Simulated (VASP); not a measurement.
Wanted: the native input for a VASP 6.6.1 run.

- Task: single point
- Functional: PBE
- Potentials or basis: VASP PAW PBE potentials, release 64 (Al, N)
- Cutoff: 520 eV
- k mesh: 9 × 9 × 1
- Occupations: gaussian, width 0.1 eV
- Spin: no spin polarisation
- Dipole correction: yes
- Further INCAR settings: ALGO = Normal; EDIFF = 1e-06; NBANDS = 24

The structure of Al8N lies in POSCAR:

```
Al8N
1.0
    2.8543223330      0.0000000000      0.0000000000
   -1.4271611665      2.4719156510      0.0000000000
    0.0000000000      0.0000000000     33.4760593533
Al N
8 1
Direct
    0.3333333333      0.6666666667      0.1194883770
    0.0000000000      0.0000000000      0.1895622803
    0.6666666667      0.3333333333      0.2596361837
    0.0000000000      0.0000000000      0.3297100869
    0.3333333333      0.6666666667      0.3992195594
    0.0000000000      0.0000000000      0.4696536480
    0.6666666667      0.3333333333      0.5400996810
    0.0000000000      0.0000000000      0.6116627748
    0.2222222222     -0.2222222222      0.6507952183
```

One way to write it, as run:

INCAR

```
SYSTEM = Al8N
PREC     = Accurate       ! precision mode
ENCUT    = 520            ! plane-wave cutoff, eV
EDIFF    = 1E-6           ! SCF threshold, eV
ISMEAR   = 0              ! smearing method
SIGMA    = 0.1            ! smearing width, eV
LREAL    = .FALSE.        ! projectors in reciprocal space
LASPH    = .TRUE.         ! aspherical terms in the spheres
NELM     = 60             ! most SCF steps
ALGO     = Normal         ! electronic algorithm
ISIF     = 2              ! what is computed and relaxed
LWAVE    = .FALSE.        ! write WAVECAR
LCHARG   = .FALSE.        ! write CHGCAR
LDIPOL   = .TRUE.       
IDIPOL   = 3            
DIPOL    = 0.5 0.5 0.397
GGA      = PE             ! functional
NBANDS   = 24             ! bands
```

KPOINTS

```
regular mesh
0
G
  9 9 1
  0 0 0
```

Potentials or basis: VASP PAW PBE potentials, release 64 (Al, N).

Run with:

```console
$ cat potpaw_PBE.64/Al/POTCAR potpaw_PBE.64/N/POTCAR > POTCAR
$ mpirun -np 1 vasp_std > vasp.out
```

It gave:

The largest force is 3.616 eV/Å.

It took 17 min on 1 thread of AMD EPYC 7R43 64-Core Processor (Zen 3) (shared host), peak memory 0.34 GiB.
